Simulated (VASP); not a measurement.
Here is a VASP 6.6.1 calculation.

File INCAR:

```
SYSTEM = Ti
ALGO = Fast
EDIFF = 1E-6
ENCUT = 520
GGA = PS
ISIF = 2
ISMEAR = 0
LASPH = .TRUE.
LCHARG = .FALSE.
LREAL = .FALSE.
LWAVE = .FALSE.
NBANDS = 12
NELM = 100
PREC = Accurate
SIGMA = 0.15
```

File KPOINTS:

```
k-points
0
G
  20 20 20
  0 0 0
```

POSCAR

```
Ti
1.0
    0.0000000000      2.0147750000      2.0300000000
    2.0452250000      0.0000000000      2.0300000000
    2.0452250000      2.0147750000      0.0000000000
Ti
1
Direct
    0.0000000000      0.0000000000      0.0000000000
```

Potentials or basis: VASP PAW PBE potentials, release 64 (Ti_sv).

Command:

```console
$ cat potpaw_PBE.64/Ti_sv/POTCAR > POTCAR
$ mpirun -np 1 vasp_std > vasp.out
```

Task: What does it give for the pressure?

Result: -0.6 GPa.

Task: Estimate the band gap on the k mesh.

Result: Zero (band 6 reaches 9.37 eV, above the bottom of band 7 at 8.06 eV).

Stress tensor (GPa, compression positive):
```
-0.84  0.00  0.00
 0.00 -0.29  0.00
 0.00  0.00 -0.56
```

Caveat: the cell differs from its parent crystal (strain +0.0075 x Voigt [1, -1, 0, 0, 0, 0]); the PAW data sets were made with another functional, which shifts forces and pressure a little.
